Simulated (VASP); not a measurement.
SiC (Moissanite 3C), 2 atoms in the cell. Symmetry: F-43m, No. 216, cubic system. Conventional cell: a = 4.358 Å, b = 4.358 Å, c = 4.358 Å, α = 90.00°, β = 90.00°, γ = 90.00°. Within 2.5 Å of Si (site symmetry -43m) lie 4 C at 1.89 Å. Within 2.5 Å of C (site symmetry -43m) lie 4 Si at 1.89 Å. 

```yaml
Program: VASP 6.6.1
Task: relaxation of cell and atoms
Functional: PBE
Potentials_or_basis: VASP PAW PBE potentials, release 64 (Si, C)
Cutoff: 600 eV
k_mesh: 8 × 8 × 8
Occupations: gaussian, width 0.01 eV
Spin: no spin polarisation
Dipole_correction: no
Further_INCAR_settings: ALGO = Normal; EDIFF = 1e-07; IBRION = 2; EDIFFG = -0.005; NSW = 80; ISIF = 3
```

Potentials or basis: VASP PAW PBE potentials, release 64 (Si, C).

Run with:

```console
$ cat potpaw_PBE.64/Si/POTCAR potpaw_PBE.64/C/POTCAR > POTCAR
$ mpirun -np 1 vasp_std > vasp.out
```

Hardware: 1 thread of Intel(R) Xeon(R) Platinum 8375C CPU @ 2.90GHz (Ice Lake), on a shared host.

Task: Estimate the wall time of this run.

Result: It took 15 s on 1 thread of Intel(R) Xeon(R) Platinum 8375C CPU @ 2.90GHz (Ice Lake), with other jobs on the host, peak memory 0.15 GiB. Counts: scf iterations 30, k points 29, ion steps 3.
